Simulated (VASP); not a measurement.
# BN (P6_3mc) in VASP: notebook, part 2 of 2

VASP 6.6.1.

## (3) Single point, r2SCAN

This run uses another cell than the first one: it holds 12 atoms, not 4.

POSCAR

```
BN
1.0
   -2.5539396017      0.0000000000      0.0000000000
   -1.2769698008     -2.2117765748      0.0000000000
    0.0000000000      0.0000000000     12.6805650000
B N
6 6
Direct
    0.6666666667      0.6666666667      0.3332413333
    0.6666666667      0.6666666667      0.6665746667
    0.6666666667      0.6666666667      0.9999080000
    0.3333333333      0.3333333333      0.1665746667
    0.3333333333      0.3333333333      0.4999080000
    0.3333333333      0.3333333333      0.8332413333
    0.6666666667      0.6666666667      0.2084253333
    0.6666666667      0.6666666667      0.5417586667
    0.6666666667      0.6666666667      0.8750920000
    0.3333333333      0.3333333333      0.0417586667
    0.3333333333      0.3333333333      0.3750920000
    0.3333333333      0.3333333333      0.7084253333
```

INCAR.step1

```
PREC = Accurate
ENCUT = 520
ISMEAR = 0
SIGMA = 0.05
LREAL = F
LASPH = T
NELM = 100
NBANDS = 36
GGA = PE
ALGO = Normal
EDIFF = 1E-4
LWAVE = T
LCHARG = F
```

INCAR.step2

```
PREC = Accurate
ENCUT = 520
EDIFF = 1E-7
ISMEAR = 0
SIGMA = 0.05
LREAL = F
LASPH = T
NELM = 100
ALGO = Normal
ISIF = 2
LWAVE = F
LCHARG = F
METAGGA = R2SCAN
LMIXTAU = T
NBANDS = 36
ISTART = 1
```

KPOINTS

```
Automatic mesh
0
Gamma
  10 10 2
```

Potentials or basis: VASP PAW PBE potentials, release 64 (B, N).

Command:

```console
$ cat potpaw_PBE.64/B/POTCAR potpaw_PBE.64/N/POTCAR > POTCAR
$ cp INCAR.step1 INCAR
$ mpirun -np 1 vasp_std > vasp.out
$ cp INCAR.step2 INCAR
$ mpirun -np 1 vasp_std > vasp.out
```

OUTCAR:

```text
PREC = Accurate
   ENCUT = 520
   EDIFF = 1E-7
   ISMEAR = 0
   LREAL = F
   LASPH = T
   NELM = 100
   ISIF = 2
   METAGGA = R2SCAN
   ISTART = 1

 ion  position               nearest neighbor table
   1  0.667  0.667  0.333-  11 1.57  11 1.57  11 1.57   7 1.58
   2  0.667  0.667  0.667-  12 1.57  12 1.57  12 1.57   8 1.58
   3  0.667  0.667  1.000-  10 1.57  10 1.57  10 1.57   9 1.58
   4  0.333  0.333  0.167-   7 1.57   7 1.57   7 1.57  10 1.58
   5  0.333  0.333  0.500-   8 1.57   8 1.57   8 1.57  11 1.58
   6  0.333  0.333  0.833-   9 1.57   9 1.57   9 1.57  12 1.58
   7  0.667  0.667  0.208-   4 1.57   4 1.57   4 1.57   1 1.58
   8  0.667  0.667  0.542-   5 1.57   5 1.57   5 1.57   2 1.58
   9  0.667  0.667  0.875-   6 1.57   6 1.57   6 1.57   3 1.58
  10  0.333  0.333  0.042-   3 1.57   3 1.57   3 1.57   4 1.58
  11  0.333  0.333  0.375-   1 1.57   1 1.57   1 1.57   5 1.58
  12  0.333  0.333  0.708-   2 1.57   2 1.57   2 1.57   6 1.58
[... 7 lines left out ...]
 A1 = (   1.2769698008,   2.2117765748,   0.0000000000)
 A2 = (  -2.5539396017,   0.0000000000,   0.0000000000)
 A3 = (   0.0000000000,   0.0000000000,  12.6805650000)

Analysis of symmetry for initial positions (statically):
=====================================================================
 Subroutine PRICEL returns following result:

  LATTYP: Found a hexagonal cell.
 ALAT       =     2.5539396017
 C/A-ratio  =     1.6550332658

  Lattice vectors:

 A1 = (   1.2769698008,   2.2117765748,   0.0000000000)
 A2 = (  -2.5539396017,   0.0000000000,   0.0000000000)
 A3 = (   0.0000000000,   0.0000000000,   4.2268549996)

   3 primitive cells build up your supercell.

 Routine SETGRP: Setting up the symmetry group for a
 hexagonal supercell.

 Subroutine GETGRP returns: Found 12 space group operations
 (whereof  6 operations were pure point group operations)
 out of a pool of 24 trial point group operations.

The static configuration has the point symmetry C_3v.
 The point group associated with its full space group is C_6v.

Analysis of symmetry for dynamics (positions and initial velocities):
=====================================================================
 Subroutine PRICEL returns following result:

  LATTYP: Found a hexagonal cell.
 ALAT       =     2.5539396017
 C/A-ratio  =     1.6550332658

  Lattice vectors:

 A1 = (   1.2769698008,   2.2117765748,   0.0000000000)
 A2 = (  -2.5539396017,   0.0000000000,   0.0000000000)
 A3 = (   0.0000000000,   0.0000000000,   4.2268549996)

   3 primitive cells build up your supercell.

 Routine SETGRP: Setting up the symmetry group for a
 hexagonal supercell.

 Subroutine GETGRP returns: Found 12 space group operations
 (whereof  6 operations were pure point group operations)
 out of a pool of 24 trial point group operations.

The dynamic configuration has the point symmetry C_3v.
 The point group associated with its full space group is C_6v.

 Subroutine INISYM returns: Found 12 space group operations
 (whereof  6 operations are pure point group operations),
 and found     3 'primitive' translations

----------------------------------------------------------------------------------------

[... 78 lines left out ...]
   k-points           NKPTS =     28   k-points in BZ     NKDIM =     28   number of bands    NBANDS=     36
   number of dos      NEDOS =    301   number of ions     NIONS =     12
   total plane-waves  NPLWV =  38400
   dimension x,y,z NGX =    20 NGY =   20 NGZ =   96
   dimension x,y,z NGXF=    40 NGYF=   40 NGZF=  192
   ions per type =               6   6
   NGX,Y,Z   is equivalent  to a cutoff of  13.02, 13.02, 12.59 a.u.
   NGXF,Y,Z  is equivalent  to a cutoff of  26.04, 26.04, 25.17 a.u.
 SYSTEM =  unknown system
   PREC   = accura    normal or accurate (medium, high low for compatibility)
   ISTART =      1    job   : 0-new  1-cont  2-samecut
   ICHARG =      0    charge: 1-file 2-atom 10-const
   ISPIN  =      1    spin polarized calculation?
   LNONCOLLINEAR =      F non collinear calculations
   LSORBIT =      F    spin-orbit coupling
   LASPH  =      T    aspherical Exc in radial PAW
   ENCUT  =  520.0 eV  38.22 Ry    6.18 a.u.   4.75  4.75 23.58*2*pi/ulx,y,z
   NELM   =    100;   NELMIN=  2; NELMDL=  0     # of ELM steps
   EDIFF  = 0.1E-06   stopping-criterion for ELM
   LREAL  =      F    real-space projection
   EDIFFG = 0.1E-05   stopping-criterion for IOM
   NSW    =      0    number of steps for IOM
   IBRION =     -1    ionic relax: 0-MD 1-quasi-New 2-CG
   NFREE  =      0    steps in history (QN), initial steepest desc. (CG)
   ISIF   =      2    stress and relaxation
   ISYM   =      2    0-nonsym 1-usesym 2-fastsym
   POTIM  = 0.5000    time-step for ionic-motion
   TEBEG  =    0.0;   TEEND  =   0.0 temperature during run
   PSTRESS=    0.0 pullay stress
   NELECT =      48.0000    total number of electrons
   NUPDOWN=      -1.0000    fix difference up-down
   EMIN   =  10.00;   EMAX   =-10.00  energy-range for DOS
   EFERMI =   0.00;   METHOD = LEGACY
   ISMEAR =     0;   SIGMA  =   0.05  broadening in eV -4-tet -1-fermi 0-gaus
   EFERMI_NEDOS =   21; number of points for ismear=-14 and -15
   IALGO  =     38    algorithm
   IMIX   =      4    mixing-type and parameters
     AMIX     =   0.40;   BMIX     =  1.00
     AMIX_MAG =   1.60;   BMIX_MAG =  1.00
  volume/ion in A,a.u.               =       5.97        40.28
  Fermi-wavevector in a.u.,A,eV,Ry     =   1.432600  2.707222 27.923836  2.052344
  Thomas-Fermi vector in A             =   2.552210
   LORBIT       =      0    0 simple, 1 ext, 2 COOP (PROOUT), +10 PAW based schemes
   METAGGA = R2SCAN    functional components
   LHFCALC =     F    Hartree Fock is set to
   AEXX    =    0.0000 exact exchange contribution
   IVDW    =     0    specifies the selected vdW correction
   LEPSILON=     F    determine dielectric tensor
   LRPA    =     F    only Hartree local field effects (RPA)
 non-spin polarized calculation
 Gauss-broadening in eV      SIGMA  =   0.05
  energy-cutoff  :      520.00
  volume of cell :       71.63
 maximum number of plane-waves:      1955
   NGX =  9   NGY =  9   NGZ = 47

 number of electron      48.0000000 magnetization

 Free energy of the ion-electron system (eV)
  ---------------------------------------------------
  ext. energy  EPLUGINS =         0.00000000
  ---------------------------------------------------
  free energy    TOTEN  =      -114.79356633 eV

  energy without entropy =     -114.79356633  energy(sigma->0) =     -114.79356633

 E-fermi :   7.5359     XC(G=0): -13.5801

 val. band max:        7.2762931756   @ k =   0.0000   0.0000   0.0000
 cond. band min:      13.1970054483   @ k =  -0.4000   0.3000   0.0000
 fundamental gap:      5.9207122726
 Fermi energy:         7.5359329441

 k-point     1 :       0.0000    0.0000    0.0000
  band No.  band energies     occupation
      1     -14.0741      2.00000
      2     -13.3985      2.00000
      3     -13.3985      2.00000
      4     -11.5331      2.00000
      5     -11.5331      2.00000
      6      -9.8980      2.00000
[... 925 lines left out ...]
     35      19.9860      0.00000
     36      19.9860      0.00000

 [... further k-points ...]

------------------------ aborting loop because EDIFF is reached ----------------------------------------

  FORCE on cell =-STRESS in cart. coord.  units (eV):
  Direction    XX          YY          ZZ          XY          YZ          ZX
  --------------------------------------------------------------------------------------
  -------------------------------------------------------------------------------------
  Total       -1.5439950     -1.5439950     -1.8432129      0.0000000      0.0000000     -0.0000000
  in kB      -34.5355197    -34.5355197    -41.2283160      0.0000000      0.0000000     -0.0000000
  external PRESSURE =     -36.7664518 kB  Pullay stress =       0.0000000 kB

 VOLUME and BASIS-vectors are now :
 -----------------------------------------------------------------------------
  energy-cutoff  :      520.00
  volume of cell :       71.63
      direct lattice vectors                 reciprocal lattice vectors
    -2.553939602  0.000000000  0.000000000    -0.391551938  0.226062617  0.000000000
    -1.276969801 -2.211776575  0.000000000     0.000000000 -0.452125233  0.000000000
     0.000000000  0.000000000 12.680565000     0.000000000  0.000000000  0.078860839

 POSITION                                       TOTAL-FORCE (eV/Angst)
 -----------------------------------------------------------------------------------
     -2.55394     -1.47452      4.22569         0.000000      0.000000      0.021546
     -2.55394     -1.47452      8.45254         0.000000     -0.000000      0.021546
     -2.55394     -1.47452     12.67940         0.000000     -0.000000      0.021546
     -1.27697     -0.73726      2.11226         0.000000     -0.000000      0.021546
     -1.27697     -0.73726      6.33912         0.000000      0.000000      0.021546
     -1.27697     -0.73726     10.56597         0.000000     -0.000000      0.021546
     -2.55394     -1.47452      2.64295         0.000000      0.000000     -0.021546
     -2.55394     -1.47452      6.86981         0.000000      0.000000     -0.021546
     -2.55394     -1.47452     11.09666         0.000000     -0.000000     -0.021546
     -1.27697     -0.73726      0.52952        -0.000000      0.000000     -0.021546
     -1.27697     -0.73726      4.75638        -0.000000      0.000000     -0.021546
     -1.27697     -0.73726      8.98323        -0.000000     -0.000000     -0.021546
 -----------------------------------------------------------------------------------
    total drift:                                0.000000      0.000000      0.006758

  FREE ENERGIE OF THE ION-ELECTRON SYSTEM (eV)
  ---------------------------------------------------
  free  energy   TOTEN  =      -114.7935663285 eV

  energy  without entropy=     -114.7935663285  energy(sigma->0) =     -114.79356633
```

It took 2.5 min on 1 thread of Intel Xeon 6975P-C (Granite Rapids), shared host; peak memory 0.21 GiB.

Results:

```yaml
Free_energy: -114.7936 eV
Pressure: -3.7 GPa
Largest_force: 0.022 eV/Å
Band_gap_on_the_k_mesh: 5.92 eV
```

Forces in eV/Å, atoms in the order of the input:
```
B    0.000  0.000  0.022
B    0.000  0.000  0.022
B    0.000  0.000  0.022
B    0.000  0.000  0.022
B    0.000  0.000  0.022
B    0.000  0.000  0.022
N    0.000  0.000 -0.022
N    0.000  0.000 -0.022
N    0.000  0.000 -0.022
N    0.000  0.000 -0.022
N    0.000  0.000 -0.022
N    0.000  0.000 -0.022
```

Stress tensor (GPa, compression positive):
```
-3.45  0.00  0.00
 0.00 -3.45  0.00
 0.00  0.00 -4.12
```

Levels at points of the mesh, in eV from the valence-band top:
```csv
k point,band 20,band 21,band 22,band 23,band 24,band 25,band 26,band 27,band 28,band 29
"(0.00, 0.00, 0.00)",-0.64,-0.64,-0.28,0.00,0.00,9.02,9.02,9.22,9.79,9.79
"(0.50, 0.00, 0.00)",-3.35,-3.35,-3.10,-3.10,-2.17,7.04,7.04,7.25,7.44,7.44
"(0.00, 0.00, 0.50)",-1.20,-0.18,-0.18,-0.18,-0.18,9.23,9.23,9.23,9.23,9.64
"(0.50, 0.00, 0.50)",-3.87,-3.69,-3.69,-2.44,-2.44,7.14,7.14,7.34,7.34,7.85
```

Caveat: the PAW data sets were made with another functional, which shifts forces and pressure a little. r2SCAN opens gaps a little over a GGA but as a rule still falls short of measured ones.
